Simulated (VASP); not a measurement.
CsI:

```xyz
2
Lattice="4.6081 0.0000 0.0000 0.0000 4.6081 0.0000 0.0000 0.0000 4.6081" Properties=species:S:1:pos:R:3 pbc="T T T"
Cs    0.0000    0.0000    0.0000
I     2.3041    2.3041    2.3041
```

Base run:

| Item | Value |
| --- | --- |
| Program | VASP 6.6.1 |
| Functional | PBE0 |
| Potentials or basis | VASP PAW PBE potentials, release 64 (Cs_sv, I) |
| Cutoff | 400 eV |
| k mesh | 4 × 4 × 4 |
| Occupations | gaussian, width 0.01 eV |
| Spin | no spin polarisation |

Its results: band gap on the k mesh 5.47 eV, indirect (least direct gap 5.58 eV); pressure 0.1 GPa.

**Question.** The run is repeated on the same cell with these changes: functional from PBE0 to PBE-based screened hybrid. What comes out?

**Answer.** Band gap on the k mesh 5.38 eV, indirect (least direct gap 5.48 eV); pressure 0.0 GPa.

Caveats: the PAW data sets were made with another functional, which shifts forces and pressure a little; spin-orbit coupling is left out, which moves the levels of the heavy elements.

A k mesh can miss the band edges.
